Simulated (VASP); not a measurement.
Input of a VASP 6.6.1 run:

Contents of INCAR:

```
SYSTEM = Nb
PREC = Accurate
ENCUT = 520
EDIFF = 1E-6
ISMEAR = -1
SIGMA = 0.1
LREAL = .False.
LASPH = .True.
NELM = 80
ALGO = Normal
ISIF = 2
LWAVE = .False.
LCHARG = .False.
NBANDS = 20
ISYM = 0
```

File KPOINTS:

```
Automatic mesh
0
Gamma
  13 13 9
  0 0 0
```

The input POSCAR:

```
Nb
1.0
   -1.8863422433      1.8864166589      1.3501843046
    1.8864166589     -1.8863422433      1.3501843046
    3.4274507911      3.4274507911     -1.3500480123
Nb
2
Direct
    0.0002466825      0.9997533175      0.0000000000
    0.7497533175      0.2502466825      0.5000000000
```

Potentials or basis: VASP PAW LDA potentials, release 64 (Nb_sv).

Launch:

```sh
$ cat potpaw_LDA.64/Nb_sv/POTCAR > POTCAR
$ mpirun -np 1 vasp_std > vasp.out
```

(1) Estimate the pressure.

(2) Predict the band gap on the k mesh.

Results:

(1) -0.1 GPa.

(2) zero (bands 13 and 14 overlap by 3.00 eV).
